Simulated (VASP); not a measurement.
Write the native input for VASP 6.6.1 that does the following.

- Task: single point
- Functional: PBE
- Potentials or basis: VASP PAW PBE potentials, release 64 (Mg)
- Cutoff: 600 eV
- k mesh: 15 × 15 × 14
- Occupations: gaussian, width 0.1 eV
- Spin: no spin polarisation
- Dipole correction: no
- Further INCAR settings: ALGO = Normal; EDIFF = 1e-06; NBANDS = 7

The structure of Mg lies in POSCAR:

```
Mg
1.0
    3.0756782948      0.0000000000      0.0000000000
   -1.5378391475      2.6636155372      0.0000000000
    0.0000000000      0.0000000000      2.7961352373
Mg
1
Direct
    0.0000000000      0.0000000000      0.0000000000
```

This isn't the form of Mg at room conditions, which is hcp.

This cell differs from its parent crystal: strained.

One way to write it, as run:

INCAR

```
PREC = Accurate
ENCUT = 600
EDIFF = 1E-6
ISMEAR = 0
SIGMA = 0.1
LREAL = False
LASPH = True
NELM = 120
ALGO = Normal
ISIF = 2
LWAVE = False
LCHARG = False
GGA = PE
NBANDS = 7
GGA_COMPAT = False
```

KPOINTS

```
regular mesh
0
Gamma
  15 15 14
```

Potentials or basis: VASP PAW PBE potentials, release 64 (Mg).

The run is started by

```bash
$ cat potpaw_PBE.64/Mg/POTCAR > POTCAR
$ mpirun -np 1 vasp_std > vasp.out
```

Results of the run:

- Pressure: 3.5 GPa
- Band gap on the k mesh: zero (bands 1 and 2 overlap by 5.76 eV)

Caveat: the cell differs from its parent crystal (strained); the cell stands under pressure.

Run time: 16 s on 1 thread of Intel(R) Xeon(R) Platinum 8488C (Sapphire Rapids), on a shared host, peak memory 0.17 GiB.
